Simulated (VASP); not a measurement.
Set up this calculation in VASP 6.6.1, as the native input.

```
Task                   : relaxation of cell and atoms
Functional             : PBE
Potentials or basis    : VASP PAW PBE potentials, release 64 (Ga_d, P)
Cutoff                 : 600 eV
k mesh                 : 6 × 6 × 4
Occupations            : gaussian, width 0.1 eV
Spin                   : no spin polarisation
Dipole correction      : no
Further INCAR settings : ALGO = Normal; EDIFF = 1e-06; IBRION = 2; EDIFFG = -0.04; NSW = 90; ISIF = 3
```

The structure of GaP2 lies in POSCAR:

```
GaP2
1.0
    4.4565489400      0.0000000000      0.0000000000
   -2.2282744700      3.8594846000      0.0000000000
    0.0000000000      0.0000000000      7.0489615400
Ga P
2 4
Direct
    0.0000000000      0.0000000000      0.2500000000
    0.0000000000      0.0000000000      0.7500000000
    0.3333333300      0.6666666700      0.4540000000
    0.6666666700      0.3333333300      0.9540000000
    0.3333333300      0.6666666700      0.0460000000
    0.6666666700      0.3333333300      0.5460000000
```

The cell was generated, and may not be a known phase.

One way to write it, as run:

INCAR

```
PREC = Accurate
ENCUT = 600
EDIFF = 1E-6
ISMEAR = 0
SIGMA = 0.1
LREAL = False
LASPH = True
NELM = 100
ALGO = Normal
ISIF = 3
LWAVE = False
LCHARG = False
GGA = PE
IBRION = 2
NSW = 90
EDIFFG = -0.04
```

KPOINTS

```
Automatic mesh
0
Gamma
  6 6 4
```

Potentials or basis: VASP PAW PBE potentials, release 64 (Ga_d, P).

Command:

```bash
$ cat potpaw_PBE.64/Ga_d/POTCAR potpaw_PBE.64/P/POTCAR > POTCAR
$ mpirun -np 1 vasp_std > vasp.out
```

It gave:

| Property | Result |
| --- | --- |
| Relaxed volume | 18.09 Å³/atom |
| Relaxed cell | a = 4.005 Å, b = 4.005 Å, c = 7.814 Å, α = 90.00°, β = 90.00°, γ = 120.00° |
| Space group after relaxing (to 0.1 Å) | P6_3/mmc (No. 194) |
| Energy gained by relaxing | 143.6 meV/atom |
| Ionic steps | 28 |
| Pressure after relaxing | 0.2 GPa |
| Largest force after relaxing | 0.025 eV/Å |
| Band gap on the k mesh | zero (bands 23 and 24 overlap by 2.41 eV) |

Wall time 36 min on 1 thread of Intel Xeon 8259CL, with other jobs on the host, peak memory 0.32 GiB.
